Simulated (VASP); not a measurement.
Write the native input for VASP 6.6.1 that does the following.

| Quantity | Value |
| --- | --- |
| Task | single point |
| Functional | PBE |
| Potentials or basis | VASP PAW PBE potentials, release 64 (Hf_pv, B) |
| Cutoff | 520 eV |
| k mesh | 21 × 21 × 21 |
| Occupations | fermi-dirac, width 0.1 eV |
| Spin | no spin polarisation |
| Dipole correction | no |
| Further INCAR settings | ALGO = Normal; EDIFF = 1e-07; NBANDS = 14 |

The structure of HfB lies in POSCAR:

```
HfB
1.0
    0.0000000000      2.2628439111      2.2628439111
    2.2628439111      0.0000000000      2.2628439111
    2.2628439111      2.2628439111      0.0000000000
Hf B
1 1
Direct
    0.5000000000      0.5000000000      0.5000000000
    0.0000000000      0.0000000000      0.0000000000
```

The input as run:

INCAR

```
SYSTEM = HfB
PREC     = Accurate       ! precision mode
ENCUT    = 520            ! plane-wave cutoff, eV
EDIFF    = 1E-7           ! SCF threshold, eV
ISMEAR   = -1             ! smearing method
SIGMA    = 0.1            ! smearing width, eV
LREAL    = .FALSE.        ! projectors in reciprocal space
LASPH    = .TRUE.         ! aspherical terms in the spheres
NELM     = 100            ! most SCF steps
ALGO     = Normal         ! electronic algorithm
ISIF     = 2              ! what is computed and relaxed
LWAVE    = .FALSE.        ! write WAVECAR
LCHARG   = .FALSE.        ! write CHGCAR
GGA      = PE             ! functional
NBANDS   = 14             ! bands
```

KPOINTS

```
Automatic mesh
0
G
  21 21 21
  0 0 0
```

Potentials or basis: VASP PAW PBE potentials, release 64 (Hf_pv, B).

Run with:

```console
$ cat potpaw_PBE.64/Hf_pv/POTCAR potpaw_PBE.64/B/POTCAR > POTCAR
$ mpirun -np 1 vasp_std > vasp.out
```

Results of the run:

| Quantity | Value |
| --- | --- |
| Pressure | 50.3 GPa |

Run time: 27 s on 1 thread of Intel(R) Xeon(R) 6975P-C (Granite Rapids), with other jobs on the host, peak memory 0.21 GiB.
